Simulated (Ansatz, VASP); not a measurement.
**S in VASP and in Ansatz**

Contents of INCAR:

```
ALGO     = Normal         # electronic algorithm
EDIFF    = 1E-6           # SCF threshold, eV
EDIFFG   = -0.005         # ionic threshold
ENCUT    = 600            # plane-wave cutoff, eV
GGA      = PS             # functional
IBRION   = 2              # ionic algorithm
ISIF     = 3              # what is computed and relaxed
ISMEAR   = 0              # smearing method
LASPH    = True           # aspherical terms in the spheres
LCHARG   = False          # write CHGCAR
LREAL    = False          # projectors in reciprocal space
LWAVE    = False          # write WAVECAR
NELM     = 60             # most SCF steps
NSW      = 100            # ionic steps
PREC     = Accurate       # precision mode
SIGMA    = 0.1            # smearing width, eV
```

File KPOINTS:

```
k-points
0
Gamma
  18 18 18
```

The input POSCAR:

```
S
1.0
   -1.5476499850      1.5476499850      1.5476499850
    1.5476499850     -1.5476499850      1.5476499850
    1.5476499850      1.5476499850     -1.5476499850
S
1
Direct
    0.0000000000      0.0000000000      0.0000000000
```

Input for Ansatz:

```yaml
crystal:
  lattice:
    - [-1.547649985, 1.547649985, 1.547649985]
    - [1.547649985, -1.547649985, 1.547649985]
    - [1.547649985, 1.547649985, -1.547649985]
  atoms:
    - { symbol: S, position: [0.0, 0.0, 0.0] }
basis:
  ecutwfc: 420
kpoints:
  mp_grid: { grid: [18, 18, 18] }
hamiltonian:
  xc: pbesol
scf:
  occupations: { method: gaussian, width: 0.1 }
output:
  forces: true
  stress: true
  eigenvalues: true
  write_density: true
  write_potential: true
  elf: true
  volumetric_format: npy
relax:
  adjacent_minimum: "off"
  f_tol: 0.005
  max_steps: 80
  cell: { stress_tol: 0.05 }
```

Alike in both runs: task relaxation of cell and atoms; functional PBEsol; k mesh 18 × 18 × 18; occupations gaussian, width 0.1 eV; no spin polarisation.

|  | VASP | Ansatz |
| --- | --- | --- |
| version | VASP 6.6.1 | Ansatz 0.2.0 |
| potentials or method | VASP PAW PBE potentials, release 64 (S), cutoff 600 eV | scalar-relativistic, plane waves, PAW |
| valence electrons in the cell | 6 | 6 |

|  | VASP | Ansatz | Ansatz less VASP |
| --- | --- | --- | --- |
| gap on the k mesh at the Fermi level, each at its own relaxed structure (eV) | none | none | - |
| relaxed volume (Å³/atom) | 14.89 | 14.87 | -0.023 |
| relaxed cell length with the largest relative difference (Å) | 2.684 | 2.683 | -0.0014 |

VASP's potentials were made for PBE, not for PBEsol. A gap of «none» marks a metal or a gap that the smearing closes.
